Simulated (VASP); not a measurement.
# LiCl (kk07) (Fm-3m) in VASP: further runs

Runs on LiCl (kk07). Level: LDA. Tasks: single point, relaxation of cell and atoms.

All numbers are computed with VASP 6.6.1; they aren't measurements. Logs are shortened: lines on timing, memory, paths and dates and some standing lists are left out, and cuts for length are marked.

**1. The cell of the first run**

Symmetry: Fm-3m, No. 225, cubic system. The conventional cell has a = 5.084 Å, b = 5.084 Å, c = 5.084 Å, α = 90.00°, β = 90.00°, γ = 90.00°. Within 3.4 Å of Li (site symmetry m-3m) lie 6 Cl at 2.54 Å. Within 3.4 Å of Cl (site symmetry m-3m) lie 6 Li at 2.54 Å.

**2. Single point, LDA**

The input, INCAR:

```
PREC = Accurate ; ENCUT = 520
EDIFF = 1E-6 ; ISMEAR = 0
SIGMA = 0.1 ; LREAL = F
LASPH = T ; NELM = 80
ALGO = Normal ; ISIF = 2
LWAVE = F ; LCHARG = F
GGA = CA ; NBANDS = 12
```

The input, KPOINTS:

```
Automatic mesh
0
Gamma
  6 6 6
```

The input, POSCAR:

```
LiCl
1.0
    0.0000000000      2.5421223400      2.5421223400
    2.5421223400      0.0000000000      2.5421223400
    2.5421223400      2.5421223400      0.0000000000
Li Cl
1 1
Direct
    0.0000000000      0.0000000000      0.0000000000
    0.5000000000      0.5000000000      0.5000000000
```

Potentials or basis: VASP PAW LDA potentials, release 64 (Li_sv, Cl).

Command:

```sh
> cat potpaw_LDA.64/Li_sv/POTCAR potpaw_LDA.64/Cl/POTCAR > POTCAR
> mpirun -np 1 vasp_std > vasp.out
```

OUTCAR:

```text
PREC = Accurate
   ENCUT = 520
   EDIFF = 1E-6
   ISMEAR = 0
   LREAL = F
   LASPH = T
   NELM = 80
   ISIF = 2
   GGA = CA

 ion  position               nearest neighbor table
   1  0.000  0.000  0.000-   2 2.54   2 2.54   2 2.54   2 2.54   2 2.54   2 2.54
   2  0.500  0.500  0.500-   1 2.54   1 2.54   1 2.54   1 2.54   1 2.54   1 2.54

  LATTYP: Found a face centered cubic cell.
 ALAT       =     5.0842446800

  Lattice vectors:

 A1 = (   0.0000000000,   2.5421223400,   2.5421223400)
 A2 = (   2.5421223400,   0.0000000000,   2.5421223400)
 A3 = (   2.5421223400,   2.5421223400,   0.0000000000)

Analysis of symmetry for initial positions (statically):
=====================================================================
 Subroutine PRICEL returns:
 Original cell was already a primitive cell.

 Routine SETGRP: Setting up the symmetry group for a
 face centered cubic supercell.

 Subroutine GETGRP returns: Found 48 space group operations
 (whereof 48 operations were pure point group operations)
 out of a pool of 48 trial point group operations.

The static configuration has the point symmetry O_h .

Analysis of symmetry for dynamics (positions and initial velocities):
=====================================================================
 Subroutine PRICEL returns:
 Original cell was already a primitive cell.

 Routine SETGRP: Setting up the symmetry group for a
 face centered cubic supercell.

 Subroutine GETGRP returns: Found 48 space group operations
 (whereof 48 operations were pure point group operations)
 out of a pool of 48 trial point group operations.

The dynamic configuration has the point symmetry O_h .

 Subroutine INISYM returns: Found 48 space group operations
 (whereof 48 operations are pure point group operations),
 and found     1 'primitive' translations

----------------------------------------------------------------------------------------

                                     Primitive cell

  volume of cell :      32.8564

  direct lattice vectors                    reciprocal lattice vectors
     0.000000000  2.542122340  2.542122340    -0.196686049  0.196686049  0.196686049
     2.542122340  0.000000000  2.542122340     0.196686049 -0.196686049  0.196686049
     2.542122340  2.542122340  0.000000000     0.196686049  0.196686049 -0.196686049

  length of vectors
     3.595103890  3.595103890  3.595103890     0.340670231  0.340670231  0.340670231

  position of ions in fractional coordinates (direct lattice)
     0.000000000  0.000000000  0.000000000
     0.500000000  0.500000000  0.500000000

  ion indices of the primitive-cell ions
   primitive index   ion index
                 1           1
                 2           2

----------------------------------------------------------------------------------------

 KPOINTS: Automatic mesh

Automatic generation of k-mesh.
 Grid dimensions read from file:
 generate k-points for:    6    6    6

 Generating k-lattice:

  Cartesian coordinates                     Fractional coordinates (reciprocal lattice)
    -0.032781008  0.032781008  0.032781008     0.166666667  0.000000000  0.000000000
     0.032781008 -0.032781008  0.032781008     0.000000000  0.166666667  0.000000000
     0.032781008  0.032781008 -0.032781008     0.000000000  0.000000000  0.166666667

  Length of vectors
     0.056778372  0.056778372  0.056778372

  Shift w.r.t. Gamma in fractional coordinates (k-lattice)
     0.000000000  0.000000000  0.000000000

 Subroutine IBZKPT returns following result:
 ===========================================

 Found     16 irreducible k-points:

 Following reciprocal coordinates:
            Coordinates               Weight
  0.000000  0.000000  0.000000      1.000000
  0.166667  0.000000  0.000000      8.000000
  0.333333  0.000000  0.000000      8.000000
  0.500000  0.000000  0.000000      4.000000
  0.166667  0.166667  0.000000      6.000000
  0.333333  0.166667  0.000000     24.000000
[... 8 lines left out ...]
 -0.333333  0.333333  0.166667     24.000000
 -0.333333  0.500000  0.166667     12.000000
   k-points           NKPTS =     16   k-points in BZ     NKDIM =     16   number of bands    NBANDS=     12
   number of dos      NEDOS =    301   number of ions     NIONS =      2
   total plane-waves  NPLWV =  21952
   dimension x,y,z NGX =    28 NGY =   28 NGZ =   28
   dimension x,y,z NGXF=    56 NGYF=   56 NGZF=   56
   ions per type =               1   1
   NGX,Y,Z   is equivalent  to a cutoff of  12.95, 12.95, 12.95 a.u.
   NGXF,Y,Z  is equivalent  to a cutoff of  25.90, 25.90, 25.90 a.u.
 SYSTEM =  unknown system
   PREC   = accura    normal or accurate (medium, high low for compatibility)
   ISTART =      0    job   : 0-new  1-cont  2-samecut
   ICHARG =      2    charge: 1-file 2-atom 10-const
   ISPIN  =      1    spin polarized calculation?
   LNONCOLLINEAR =      F non collinear calculations
   LSORBIT =      F    spin-orbit coupling
   LASPH  =      T    aspherical Exc in radial PAW
   ENCUT  =  520.0 eV  38.22 Ry    6.18 a.u.   6.68  6.68  6.68*2*pi/ulx,y,z
   NELM   =     80;   NELMIN=  2; NELMDL= -5     # of ELM steps
   EDIFF  = 0.1E-05   stopping-criterion for ELM
   LREAL  =      F    real-space projection
   EDIFFG = 0.1E-04   stopping-criterion for IOM
   NSW    =      0    number of steps for IOM
   IBRION =     -1    ionic relax: 0-MD 1-quasi-New 2-CG
   NFREE  =      0    steps in history (QN), initial steepest desc. (CG)
   ISIF   =      2    stress and relaxation
   ISYM   =      2    0-nonsym 1-usesym 2-fastsym
   POTIM  = 0.5000    time-step for ionic-motion
   TEBEG  =    0.0;   TEEND  =   0.0 temperature during run
   PSTRESS=    0.0 pullay stress
   NELECT =      10.0000    total number of electrons
   NUPDOWN=      -1.0000    fix difference up-down
   EMIN   =  10.00;   EMAX   =-10.00  energy-range for DOS
   EFERMI =   0.00;   METHOD = LEGACY
   ISMEAR =     0;   SIGMA  =   0.10  broadening in eV -4-tet -1-fermi 0-gaus
   EFERMI_NEDOS =   21; number of points for ismear=-14 and -15
   IALGO  =     38    algorithm
   IMIX   =      4    mixing-type and parameters
     AMIX     =   0.40;   BMIX     =  1.00
     AMIX_MAG =   1.60;   BMIX_MAG =  1.00
  volume/ion in A,a.u.               =      16.43       110.86
  Fermi-wavevector in a.u.,A,eV,Ry     =   1.101206  2.080977 16.499154  1.212654
  Thomas-Fermi vector in A             =   2.237629
   LORBIT       =      0    0 simple, 1 ext, 2 COOP (PROOUT), +10 PAW based schemes
   GGA     = CA    functional components
   LHFCALC =     F    Hartree Fock is set to
   AEXX    =    0.0000 exact exchange contribution
   IVDW    =     0    specifies the selected vdW correction
   LEPSILON=     F    determine dielectric tensor
   LRPA    =     F    only Hartree local field effects (RPA)
 non-spin polarized calculation
 Gauss-broadening in eV      SIGMA  =   0.10
  energy-cutoff  :      520.00
  volume of cell :       32.86
 maximum number of plane-waves:       899
   NGX = 13   NGY = 13   NGZ = 13

 number of electron      10.0000000 magnetization

 number of electron       9.9999999 magnetization

 Free energy of the ion-electron system (eV)
  ---------------------------------------------------
  ext. energy  EPLUGINS =         0.00000000
  ---------------------------------------------------
  free energy    TOTEN  =        -8.07760814 eV

  energy without entropy =       -8.07760814  energy(sigma->0) =       -8.07760814

 E-fermi :   1.2631     XC(G=0):  -9.2781

 val. band max:        0.6593787008   @ k =   0.0000   0.0000   0.0000
 cond. band min:       6.8201656417   @ k =   0.0000   0.0000   0.0000
 fundamental gap:      6.1607869410
 Fermi energy:         1.2630872514

 k-point     1 :       0.0000    0.0000    0.0000
  band No.  band energies     occupation
      1     -41.7704      2.00000
      2     -12.7626      2.00000
      3       0.6594      2.00000
      4       0.6594      2.00000
      5       0.6594      2.00000
      6       6.8202      0.00000
      7      12.4191      0.00000
      8      12.4191      0.00000
      9      12.4191      0.00000
     10      14.9218      0.00000
     11      14.9218      0.00000
     12      14.9218      0.00000

 k-point     2 :       0.1667    0.0000    0.0000
  band No.  band energies     occupation
      1     -41.7695      2.00000
      2     -12.6209      2.00000
      3      -0.2649      2.00000
      4       0.5854      2.00000
      5       0.5854      2.00000
      6       7.5020      0.00000
      7      11.3659      0.00000
      8      11.9461      0.00000
      9      11.9461      0.00000
     10      13.7041      0.00000
     11      13.7041      0.00000
     12      15.6015      0.00000

 k-point     3 :       0.3333    0.0000    0.0000
  band No.  band energies     occupation
      1     -41.7677      2.00000
      2     -12.3102      2.00000
      3      -1.7160      2.00000
      4       0.4502      2.00000
      5       0.4502      2.00000
      6       7.4349      0.00000
      7      10.4381      0.00000
      8      10.4381      0.00000
      9      12.2897      0.00000
     10      15.6766      0.00000
     11      15.6766      0.00000
     12      16.4616      0.00000
[... 166 lines left out ...]
 k-point    15 :      -0.3333    0.3333    0.1667
  band No.  band energies     occupation
      1     -41.7658      2.00000
      2     -11.9421      2.00000
      3      -1.8873      2.00000
      4      -1.2207      2.00000
      5      -0.1864      2.00000
      6       9.3218      0.00000
      7       9.8283      0.00000
      8      11.4068      0.00000
      9      11.6971      0.00000
     10      15.7400      0.00000
     11      16.5614      0.00000
     12      19.2022      0.00000

 k-point    16 :      -0.3333    0.5000    0.1667
  band No.  band energies     occupation
      1     -41.7655      2.00000
      2     -11.8698      2.00000
      3      -2.0745      2.00000
      4      -1.1350      2.00000
      5      -0.4905      2.00000
      6       9.2191      0.00000
      7       9.8197      0.00000
      8      11.8105      0.00000
      9      11.9521      0.00000
     10      15.4086      0.00000
     11      17.8191      0.00000
     12      19.4743      0.00000

------------------------ aborting loop because EDIFF is reached ----------------------------------------

  FORCE on cell =-STRESS in cart. coord.  units (eV):
  Direction    XX          YY          ZZ          XY          YZ          ZX
  --------------------------------------------------------------------------------------
  -------------------------------------------------------------------------------------
  Total       -0.5266631     -0.5266631     -0.5266631     -0.0000000      0.0000000      0.0000000
  in kB      -25.6817214    -25.6817214    -25.6817214     -0.0000000      0.0000000      0.0000000
  external PRESSURE =     -25.6817214 kB  Pullay stress =       0.0000000 kB

 VOLUME and BASIS-vectors are now :
 -----------------------------------------------------------------------------
  energy-cutoff  :      520.00
  volume of cell :       32.86
      direct lattice vectors                 reciprocal lattice vectors
     0.000000000  2.542122340  2.542122340    -0.196686049  0.196686049  0.196686049
     2.542122340  0.000000000  2.542122340     0.196686049 -0.196686049  0.196686049
     2.542122340  2.542122340  0.000000000     0.196686049  0.196686049 -0.196686049

 POSITION                                       TOTAL-FORCE (eV/Angst)
 -----------------------------------------------------------------------------------
      0.00000      0.00000      0.00000        -0.000000     -0.000000     -0.000000
      2.54212      2.54212      2.54212         0.000000      0.000000      0.000000
 -----------------------------------------------------------------------------------
    total drift:                                0.000000      0.000000      0.000000

  FREE ENERGIE OF THE ION-ELECTRON SYSTEM (eV)
  ---------------------------------------------------
  free  energy   TOTEN  =        -8.0776081372 eV

  energy  without entropy=       -8.0776081372  energy(sigma->0) =       -8.07760814
```

It took 4.1 s on 1 thread of Intel Xeon 6975P-C (Granite Rapids), shared host; peak memory 0.13 GiB.

What came out:

```yaml
Free_energy: -8.0776 eV
Band_gap_on_the_k_mesh: 6.16 eV, direct
```

Caveat: the cutoff is under 1.25 times the usual one of these potentials, so pressure, stress and relaxed cells hold a basis-set (Pulay) error. A k mesh can miss the band edges.

**3. Single point, LDA**

This run uses another cell than the first one, of 15.29 Å³/atom, 0.931 times its volume.

The input, INCAR:

```
SYSTEM = LiCl
PREC = Accurate
ENCUT = 520
EDIFF = 1E-7
ISMEAR = 0
SIGMA = 0.02
LREAL = .False.
LASPH = .True.
NELM = 100
ALGO = Normal
ISIF = 2
LWAVE = .False.
LCHARG = .False.
GGA = CA
NBANDS = 12
```

The input, KPOINTS:

```
regular mesh
0
Gamma
  12 12 12
  0 0 0
```

The input, POSCAR:

```
LiCl
1.0
    0.0000000000      2.4821028501      2.4821028501
    2.4821028501      0.0000000000      2.4821028501
    2.4821028501      2.4821028501      0.0000000000
Li Cl
1 1
Direct
    0.0000000000      0.0000000000      0.0000000000
    0.5000000000      0.5000000000      0.5000000000
```

Potentials or basis: VASP PAW LDA potentials, release 64 (Li_sv, Cl).

Command:

```sh
> cat potpaw_LDA.64/Li_sv/POTCAR potpaw_LDA.64/Cl/POTCAR > POTCAR
> mpirun -np 1 vasp_std > vasp.out
```

OUTCAR:

```text
SYSTEM = LiCl
   PREC = Accurate
   ENCUT = 520
   EDIFF = 1E-7
   ISMEAR = 0
   LREAL = .False.
   LASPH = .True.
   NELM = 100
   ISIF = 2
   GGA = CA

 ion  position               nearest neighbor table
   1  0.000  0.000  0.000-   2 2.48   2 2.48   2 2.48   2 2.48   2 2.48   2 2.48
   2  0.500  0.500  0.500-   1 2.48   1 2.48   1 2.48   1 2.48   1 2.48   1 2.48

  LATTYP: Found a face centered cubic cell.
 ALAT       =     4.9642057002

  Lattice vectors:

 A1 = (   0.0000000000,   2.4821028501,   2.4821028501)
 A2 = (   2.4821028501,   0.0000000000,   2.4821028501)
 A3 = (   2.4821028501,   2.4821028501,   0.0000000000)
[... 540 lines left out ...]
      9      13.9147      0.00000
     10      17.7134      0.00000
     11      17.7890      0.00000
     12      19.1307      0.00000

 [... further k-points ...]
[... 5 lines left out ...]
  --------------------------------------------------------------------------------------
  -------------------------------------------------------------------------------------
  Total       -0.0138995     -0.0138995     -0.0138995     -0.0000000     -0.0000000      0.0000000
  in kB       -0.7281499     -0.7281499     -0.7281499     -0.0000000     -0.0000000      0.0000000
  external PRESSURE =      -0.7281499 kB  Pullay stress =       0.0000000 kB

 VOLUME and BASIS-vectors are now :
 -----------------------------------------------------------------------------
  energy-cutoff  :      520.00
  volume of cell :       30.58
      direct lattice vectors                 reciprocal lattice vectors
     0.000000000  2.482102850  2.482102850    -0.201442096  0.201442096  0.201442096
     2.482102850  0.000000000  2.482102850     0.201442096 -0.201442096  0.201442096
     2.482102850  2.482102850  0.000000000     0.201442096  0.201442096 -0.201442096

 POSITION                                       TOTAL-FORCE (eV/Angst)
 -----------------------------------------------------------------------------------
      0.00000      0.00000      0.00000         0.000000      0.000000      0.000000
      2.48210      2.48210      2.48210        -0.000000     -0.000000     -0.000000
 -----------------------------------------------------------------------------------
    total drift:                                0.000000      0.000000      0.000000

  FREE ENERGIE OF THE ION-ELECTRON SYSTEM (eV)
  ---------------------------------------------------
  free  energy   TOTEN  =        -8.0963203439 eV

  energy  without entropy=       -8.0963203439  energy(sigma->0) =       -8.09632034
```

stdout:

```text
POSCAR found type information on POSCAR LiCl
 POSCAR found :  2 types and       2 ions
 scaLAPACK will be used
 LDA part: xc-table for (Slater(with rela. corr.)+CA(PZ))
 , standard interpolation
 POSCAR, INCAR and KPOINTS ok, starting setup
 FFT: planning ... GRIDC
 FFT: planning ... GRID_SOFT
 FFT: planning ... GRID
 WAVECAR not read
 entering main loop
```

Run time: 11 s. Hardware: 1 thread of Intel Xeon 6975P-C (Granite Rapids), shared host; peak memory 0.14 GiB.

What came out:

```
Free energy            : -8.0963 eV
Band gap on the k mesh : 6.51 eV, indirect (least direct gap 6.62 eV)
```

Caveat: the cutoff is under 1.25 times the usual one of these potentials, so pressure, stress and relaxed cells hold a basis-set (Pulay) error. LDA gaps usually lie below the measured ones, often by a third to a half.

(Continued in part 2 of 2.)
